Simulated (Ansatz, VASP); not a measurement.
**C in VASP and in Ansatz**

```
C
1.0
    -2.24697    2.24697    2.24697
     2.24697   -2.24697    2.24697
     2.24697    2.24697   -2.24697
C
8
Direct
  0.50000 0.00000 0.45133
  0.45133 0.50000 0.00000
  0.00000 0.95133 0.50000
  0.95133 0.50000 0.00000
  0.00000 0.45133 0.50000
  0.50000 0.00000 0.95133
  0.54867 0.54867 0.54867
  0.04867 0.04867 0.04867
```

Alike in both runs: task single point; functional PBE; k mesh 6 × 6 × 6; occupations gaussian, width 0.1 eV; no spin polarisation.

```csv
,VASP,Ansatz
version,VASP 6.6.1,Ansatz 0.2.0
potentials or method,"VASP PAW PBE potentials, release 64 (C), cutoff 520 eV","scalar-relativistic, plane waves, PAW"
valence electrons in the cell,32,32
```

```csv
,VASP,Ansatz,Ansatz less VASP
gap on the k mesh at the Fermi level (eV),none,none,-
rms of the force components (eV/Å),0.013,0.011,-0.0017
```

Atom by atom the forces differ by 0.002 eV/Å (rms over components). A gap of «none» marks a metal or a gap that the smearing closes.
